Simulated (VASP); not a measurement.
Wanted: the native input for a VASP 6.6.1 run.

```yaml
Task: relaxation of cell and atoms
Functional: PBE
Potentials_or_basis: VASP PAW PBE potentials, release 64 (B, As)
Cutoff: 600 eV
k_mesh: 12 × 12 × 4
Occupations: gaussian, width 0.1 eV
Spin: no spin polarisation
Dipole_correction: no
Further_INCAR_settings: ALGO = Fast; EDIFF = 1e-06; IBRION = 2; EDIFFG = -0.01; NSW = 100; ISIF = 3
```

The structure of B3As5 lies in POSCAR:

```
B3As5
1.0
    3.4616344780      0.0000000000      0.0000000000
   -1.7308172390      2.9978633965      0.0000000000
    0.0000000000      0.0000000000     13.0032094752
B As
3 5
Direct
    0.3333333333      0.6666666667      0.0414322361
    0.6666666667      0.3333333333      0.2559725375
    0.0000000000      0.0000000000      0.7086983123
    0.0000000000      0.0000000000      0.9917066055
    0.3333333333      0.6666666667      0.2047401546
    0.6666666667      0.3333333333      0.4189978390
    0.3333333333      0.6666666667      0.7513372957
    0.0000000000      0.0000000000      0.5316150193
```

One way to write it, as run:

INCAR

```
PREC     = Accurate       # precision mode
ENCUT    = 600            # plane-wave cutoff, eV
EDIFF    = 1E-6           # SCF threshold, eV
ISMEAR   = 0              # smearing method
SIGMA    = 0.1            # smearing width, eV
LREAL    = False          # projectors in reciprocal space
LASPH    = True           # aspherical terms in the spheres
NELM     = 80             # most SCF steps
ALGO     = Fast           # electronic algorithm
ISIF     = 3              # what is computed and relaxed
LWAVE    = False          # write WAVECAR
LCHARG   = False          # write CHGCAR
GGA      = PE             # functional
IBRION   = 2              # ionic algorithm
NSW      = 100            # ionic steps
EDIFFG   = -0.01          # ionic threshold
```

KPOINTS

```
Automatic mesh
0
Gamma
  12 12 4
```

Potentials or basis: VASP PAW PBE potentials, release 64 (B, As).

Command:

```console
$ cat potpaw_PBE.64/B/POTCAR potpaw_PBE.64/As/POTCAR > POTCAR
$ mpirun -np 1 vasp_std > vasp.out
```

It gave:

```yaml
Relaxed_volume: 16.69 Å³/atom
Relaxed_cell: a = 3.457 Å, b = 3.457 Å, c = 12.902 Å, α = 90.00°, β = 90.00°, γ = 120.00°
Space_group_after_relaxing_to_0.1_Å: P3m1 (No. 156)
Energy_gained_by_relaxing: 0.8 meV/atom
Ionic_steps: 20
Pressure_after_relaxing: 0.0 GPa
Largest_force_after_relaxing: 0.009 eV/Å
Band_gap_on_the_k_mesh: zero (bands 17 and 18 overlap by 1.55 eV)
```

Caveat: this functional lacks dispersion, which binds layers or chains, so the pressure and a relaxed spacing across them are unreliable.

Wall time 52 min on 1 thread of Oxide Virtual Turin-like Processor, on a shared host, peak memory 0.39 GiB.
